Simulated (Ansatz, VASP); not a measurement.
## WSe: VASP beside Ansatz

INCAR

```
  PREC = Accurate
  ENCUT = 520
  EDIFF = 1E-6
  ISMEAR = 0
  SIGMA = 0.1
  LREAL = False
  LASPH = True
  NELM = 150
  ALGO = Normal
  ISIF = 2
  LWAVE = False
  LCHARG = True
  ISPIN = 2
  MAGMOM = 1 0
  LORBIT = 11
  LMAXMIX = 4
  LDAU = True
  LDAUTYPE = 2
  LDAUL = 2 -1
  LDAUU = 6.2 0
  LDAUJ = 0 0
  LDAUPRINT = 1
  GGA = PE
  LELF = True
  LVHAR = True
  NBANDS = 21
```

KPOINTS

```
Automatic mesh
0
Gamma
  12 12 12
```

The input POSCAR:

```
WSe
1.0
    3.4513982277      0.0000000000      0.0000000000
    0.0000000000      3.4513982277      0.0000000000
    0.0000000000      0.0000000000      3.4513982277
W Se
1 1
Direct
    0.0000000000      0.0000000000      0.0000000000
    0.5000000000      0.5000000000      0.5000000000
```

Input for Ansatz:

```yaml
crystal:
  lattice:
    - [3.4513982297, 0.0, 0.0]
    - [0.0, 3.4513982297, 0.0]
    - [0.0, 0.0, 3.4513982297]
  atoms:
    - { symbol: W, position: [0.0, 0.0, 0.0], spin: 1.0 }
    - { symbol: Se, position: [0.5, 0.5, 0.5] }
basis:
  ecutwfc: 420
kpoints:
  mp_grid: { grid: [12, 12, 12] }
hamiltonian:
  xc: pbe
  hubbard: { sites: [{ species: W, l: d, u_eff: 6.2 }] }
scf:
  occupations: { method: gaussian, width: 0.1 }
output:
  forces: true
  stress: true
  eigenvalues: true
  populations: true
  write_density: true
  write_potential: true
  elf: true
  volumetric_format: npy
magnetization:
  spin_polarized: true
```

Alike in both runs: task single point; functional PBE; k mesh 12 × 12 × 12; occupations gaussian, width 0.1 eV; collinear spin; Hubbard terms W d U = 6.2 eV.

|  | VASP | Ansatz |
| --- | --- | --- |
| version | VASP 6.6.1 | Ansatz 0.2.0 |
| potentials or method | VASP PAW PBE potentials, release 64 (W_sv, Se), cutoff 520 eV | scalar-relativistic, plane waves, PAW |
| valence electrons in the cell | 20 | 30 |

|  | VASP | Ansatz | Ansatz less VASP |
| --- | --- | --- | --- |
| gap on the k mesh at the Fermi level (eV) | none | none | - |
| pressure (GPa) | -14.3 | 7.3 | +21.62 |
| net moment per atom (μB) | 1.08 | 1.99 | +0.907 |
| size of the moment on the site where the two differ most (μB) | 2.02 | 3.42 | +1.409 |

The net moments are unlike, so the other rows may belong to different states. Site moments also hang on the region over which each program counts them. The programs project onto different local orbitals, so the same U acts differently, and such runs can settle in different states. A gap of «none» marks a metal or a gap that the smearing closes. VASP's potentials hold 20 valence electrons a cell and Ansatz's 30, so a difference there can come from the potentials and not from the codes. Ansatz's warnings: filled band counts differ across k points.

Spin-orbit coupling is off throughout.
